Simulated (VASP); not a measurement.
Runs of VASP 6.6.1 on ZnO. The structure is that of space group P6_3/mmc (No. 194), or close to it. The cells are those of the table. 

| level | potentials or basis | cell | gap on the mesh (eV) | pressure (GPa) |
| --- | --- | --- | --- | --- |
| PBEsol | VASP PAW PBE potentials, release 64 (Zn, O) | a = 3.352, b = 3.352, c = 7.270 Å, angles 90.0, 90.0, 120.0°, 4 atoms | 0.75 | -8.1 |
| PBEsol | VASP PAW PBE potentials, release 64 (Zn, O) | a = 3.331, b = 3.331, c = 7.224 Å, angles 90.0, 90.0, 120.0°, 4 atoms | 0.75 | (b) |
| LDA | VASP PAW LDA potentials, release 64 (Zn, O) | a = 3.331, b = 3.331, c = 7.224 Å, angles 90.0, 90.0, 120.0°, 4 atoms | 0.75 | (a) |
| PBEsol | VASP PAW PBE potentials, release 64 (Zn, O) | a = 3.221, b = 3.221, c = 6.985 Å, angles 90.0, 90.0, 120.0°, 4 atoms | 0.74 | 2.1 |

Alike in all rows: task single point; no spin polarisation; k mesh 9 × 9 × 4; cutoff (eV) 520; smearing fermi-dirac 0.05 eV.

Question: Fill in the values left out.

Answer: (a) -10.2; (b) -6.8.

Caveats: an odd mesh through Γ misses points on the zone boundary, where band edges can lie; the cell stands under tension (at least some runs); the PAW data sets were made with another functional, which shifts forces and pressure a little (at least some runs).
